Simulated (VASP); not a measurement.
# Fe (Im-3m) in VASP: single point with PBEsol-based screened hybrid with 25 % exact exchange

Aim: the single point of Fe with PBEsol-based screened hybrid with 25 % exact exchange.

Program: VASP 6.6.1. These are calculated values, not measurements. Logs are shortened: lines on timing, memory, paths and dates and some standing lists are left out, and cuts for length are marked.

**1. The cell of the first run**

Symmetry: Im-3m, No. 229, cubic system. The conventional cell has a = 2.881 Å, b = 2.881 Å, c = 2.881 Å, α = 90.00°, β = 90.00°, γ = 90.00°. Fe (site symmetry m-3m) has 14 Fe at 2.49 to 2.88 Å within 3.3 Å.

**2. Single point, PBEsol-based screened hybrid with 25 % exact exchange, collinear spin, ferromagnetic start**

POSCAR

```
Fe
1.0
   -1.4403304351      1.4403304351      1.4403304351
    1.4403304351     -1.4403304351      1.4403304351
    1.4403304351      1.4403304351     -1.4403304351
Fe
1
Direct
    0.0000000000      0.0000000000      0.0000000000
```

INCAR.step1

```
ALGO = Normal
EDIFF = 1E-5
ENCUT = 520
GGA = PE
ISIF = 2
ISMEAR = -1
ISPIN = 2
LASPH = T
LCHARG = F
LMAXMIX = 4
LORBIT = 11
LREAL = F
LWAVE = T
MAGMOM = 3
NBANDS = 14
NELM = 150
PREC = Accurate
SIGMA = 0.05
```

INCAR.step2

```
AEXX = 0.25
ALGO = Normal
EDIFF = 1E-6
ENCUT = 520
GGA = PS
HFSCREEN = 0.207
ISIF = 2
ISMEAR = -1
ISPIN = 2
ISTART = 1
LASPH = T
LCHARG = F
LHFCALC = T
LMAXMIX = 4
LORBIT = 11
LREAL = F
LWAVE = F
MAGMOM = 3
NBANDS = 14
NELM = 150
PREC = Accurate
PRECFOCK = Normal
SIGMA = 0.05
```

KPOINTS

```
k-points
0
Gamma
  7 7 7
```

Potentials or basis: VASP PAW PBE potentials, release 64 (Fe).

Started as:

```console
cat potpaw_PBE.64/Fe/POTCAR > POTCAR
cp INCAR.step1 INCAR
mpirun -np 1 vasp_std > vasp.out
cp INCAR.step2 INCAR
mpirun -np 1 vasp_std > vasp.out
```

OUTCAR:

```text
AEXX = 0.25
   EDIFF = 1E-6
   ENCUT = 520
   GGA = PS
   HFSCREEN = 0.207
   ISIF = 2
   ISMEAR = -1
   ISPIN = 2
   ISTART = 1
   LASPH = T
   LHFCALC = T
   LORBIT = 11
   LREAL = F
   NELM = 150
   PREC = Accurate
   PRECFOCK = Normal

 ion  position               nearest neighbor table
   1  0.000  0.000  0.000-

  LATTYP: Found a body centered cubic cell.
 ALAT       =     2.8806608702

  Lattice vectors:

 A1 = (  -1.4403304351,   1.4403304351,   1.4403304351)
 A2 = (   1.4403304351,  -1.4403304351,   1.4403304351)
 A3 = (   1.4403304351,   1.4403304351,  -1.4403304351)

Analysis of symmetry for initial positions (statically):
=====================================================================
 Subroutine PRICEL returns:
 Original cell was already a primitive cell.

 Routine SETGRP: Setting up the symmetry group for a
 body centered cubic supercell.

 Subroutine GETGRP returns: Found 48 space group operations
 (whereof 48 operations were pure point group operations)
 out of a pool of 48 trial point group operations.

The static configuration has the point symmetry O_h .

Analysis of symmetry for dynamics (positions and initial velocities):
=====================================================================
 Subroutine PRICEL returns:
 Original cell was already a primitive cell.

 Routine SETGRP: Setting up the symmetry group for a
 body centered cubic supercell.

 Subroutine GETGRP returns: Found 48 space group operations
 (whereof 48 operations were pure point group operations)
 out of a pool of 48 trial point group operations.

The dynamic configuration has the point symmetry O_h .

Analysis of structural, dynamic, and magnetic symmetry:
=====================================================================
 Subroutine PRICEL returns:
 Original cell was already a primitive cell.

 Routine SETGRP: Setting up the symmetry group for a
 body centered cubic supercell.

 Subroutine GETGRP returns: Found 48 space group operations
 (whereof 48 operations were pure point group operations)
 out of a pool of 48 trial point group operations.

The overall configuration has the point symmetry O_h .

 Subroutine INISYM returns: Found 48 space group operations
 (whereof 48 operations are pure point group operations),
 and found     1 'primitive' translations

----------------------------------------------------------------------------------------

                                     Primitive cell

  volume of cell :      11.9522

[... 130 lines left out ...]
  ext. energy  EPLUGINS =         0.00000000
  ---------------------------------------------------
  free energy    TOTEN  =       -11.93508362 eV

  energy without entropy =      -11.92720250  energy(sigma->0) =      -11.93114306

 E-fermi :   5.4251     XC(G=0): -10.5529

 val. band max:        5.3920722666   @ k =  -0.2857   0.2857   0.2857
 cond. band min:       5.5997636915   @ k =  -0.2857   0.4286   0.1429
 fundamental gap:      0.2076914249
 Fermi energy:         5.4251009908

 spin component 1

 k-point     1 :       0.0000    0.0000    0.0000
  band No.  band energies     occupation
      1      -4.0477      1.00000
      2       0.3151      1.00000
      3       0.3151      1.00000
      4       0.3151      1.00000
      5       1.5705      1.00000
      6       1.5705      1.00000
      7      30.9526      0.00000
      8      30.9526      0.00000
      9      30.9526      0.00000
     10      35.8536      0.00000
     11      35.8536      0.00000
     12      37.8207      0.00000
     13      37.8207      0.00000
     14      37.8207      0.00000
[... 308 lines left out ...]
  band No.  band energies     occupation
      1      -1.5791      1.00000
      2      -1.5447      1.00000
      3       2.3539      1.00000
      4       2.3539      1.00000
      5       2.5136      1.00000
      6      12.9838      0.00000
      7      16.3019      0.00000
      8      16.3019      0.00000
      9      21.2290      0.00000
     10      22.6950      0.00000
     11      27.7066      0.00000
     12      43.9651      0.00000
     13      49.0960      0.00000
     14      49.0960      0.00000
 Fermi energy:         5.4251009908

 spin component 2

 k-point     1 :       0.0000    0.0000    0.0000
  band No.  band energies     occupation
      1      -4.4141      1.00000
      2       6.4050      0.00000
      3       6.4051      0.00000
      4       6.4051      0.00000
      5       8.9827      0.00000
      6       8.9827      0.00000
      7      30.3782      0.00000
      8      30.3782      0.00000
      9      30.3782      0.00000
     10      36.0876      0.00000
     11      36.0876      0.00000
     12      39.1918      0.00000
     13      39.1918      0.00000
     14      39.1918      0.00000
[... 309 lines left out ...]
      1       2.5892      1.00000
      2       2.7914      1.00000
      3       8.9071      0.00000
      4       8.9072      0.00000
      5       9.3530      0.00000
      6      13.9073      0.00000
      7      16.7243      0.00000
      8      16.7243      0.00000
      9      23.4569      0.00000
     10      24.3110      0.00000
     11      28.7307      0.00000
     12      44.3038      0.00000
     13      49.6593      0.00000
     14      49.6593      0.00000

------------------------ aborting loop because EDIFF is reached ----------------------------------------

  FORCE on cell =-STRESS in cart. coord.  units (eV):
  Direction    XX          YY          ZZ          XY          YZ          ZX
  --------------------------------------------------------------------------------------
  -------------------------------------------------------------------------------------
  Total        0.0234136      0.0234136      0.0234136      0.0000000     -0.0000000      0.0000000
  in kB        3.1385685      3.1385685      3.1385685      0.0000000     -0.0000000      0.0000000
  external PRESSURE =       3.1385685 kB  Pullay stress =       0.0000000 kB

 VOLUME and BASIS-vectors are now :
 -----------------------------------------------------------------------------
  energy-cutoff  :      520.00
  volume of cell :       11.95
      direct lattice vectors                 reciprocal lattice vectors
    -1.440330435  1.440330435  1.440330435     0.000000000  0.347142564  0.347142564
     1.440330435 -1.440330435  1.440330435     0.347142564  0.000000000  0.347142564
     1.440330435  1.440330435 -1.440330435     0.347142564  0.347142564  0.000000000

 POSITION                                       TOTAL-FORCE (eV/Angst)
 -----------------------------------------------------------------------------------
      0.00000      0.00000      0.00000        -0.000000     -0.000000     -0.000000
 -----------------------------------------------------------------------------------
    total drift:                                0.000013     -0.000010      0.000004

  FREE ENERGIE OF THE ION-ELECTRON SYSTEM (eV)
  ---------------------------------------------------
  free  energy   TOTEN  =       -11.9350836183 eV

  energy  without entropy=      -11.9272024951  energy(sigma->0) =      -11.93114306

 total charge

# of ion       s       p       d       tot
------------------------------------------
    1        0.490   0.550   6.155   7.195

 magnetization (x)

# of ion       s       p       d       tot
------------------------------------------
    1       -0.033  -0.138   3.103   2.931
```

OSZICAR.step1:

```text
N       E                     dE             d eps       ncg     rms          rms(c)
DAV:   1     0.223190756151E+02    0.22319E+02   -0.36803E+03  1216   0.669E+02
DAV:   2    -0.822665947020E+01   -0.30546E+02   -0.28301E+02  1246   0.129E+02
DAV:   3    -0.914642825574E+01   -0.91977E+00   -0.91618E+00  1362   0.235E+01
DAV:   4    -0.914929434557E+01   -0.28661E-02   -0.28660E-02  1312   0.121E+00
DAV:   5    -0.914930853620E+01   -0.14191E-04   -0.14191E-04  1336   0.876E-02    0.109E+01
DAV:   6    -0.833791877232E+01    0.81139E+00   -0.10624E+01  1360   0.371E+01    0.622E+00
DAV:   7    -0.825645210537E+01    0.81467E-01   -0.81763E-01  1342   0.982E+00    0.351E+00
DAV:   8    -0.824865255857E+01    0.77995E-02   -0.86466E-03  1374   0.630E-01    0.137E+00
DAV:   9    -0.824136277092E+01    0.72898E-02   -0.59948E-03  1498   0.441E-01    0.304E-01
DAV:  10    -0.824124817958E+01    0.11459E-03   -0.85681E-04  1324   0.255E-01    0.113E-01
DAV:  11    -0.824135242072E+01   -0.10424E-03   -0.52726E-05  1314   0.702E-02    0.346E-02
DAV:  12    -0.824135516538E+01   -0.27447E-05   -0.36420E-06   740   0.149E-02
   1 F= -.82413552E+01 E0= -.82384041E+01  d E =-.590205E-02  mag=     2.3215
```

It took 34 min on 1 thread of Oxide Virtual Turin-like, shared host; peak memory 0.2 GiB.

What came out:

- Free energy: -11.9351 eV
- Pressure: 0.3 GPa
- Net moment: 2.88 μB per cell
- Site moments: Fe +2.93 μB
- Valence electrons inside the program's atomic spheres: Fe 7.20

Levels at points of the mesh, in eV from the Fermi level:
Spin up:
| k point | band 2 | band 3 | band 4 | band 5 | band 6 | band 7 | band 8 | band 9 |
| --- | --- | --- | --- | --- | --- | --- | --- | --- |
| (0.00, 0.00, 0.00) | -5.11 | -5.11 | -5.11 | -3.85 | -3.85 | 25.53 | 25.53 | 25.53 |
Spin down:
```tsv
k point	band 1	band 2	band 3	band 4	band 5	band 6	band 7
(0.00, 0.00, 0.00)	-9.84	0.98	0.98	0.98	3.56	3.56	24.95
```

Caveat: the k points lie up to 0.44 Å⁻¹ apart; the PAW data sets were made with another functional, which shifts forces and pressure a little.
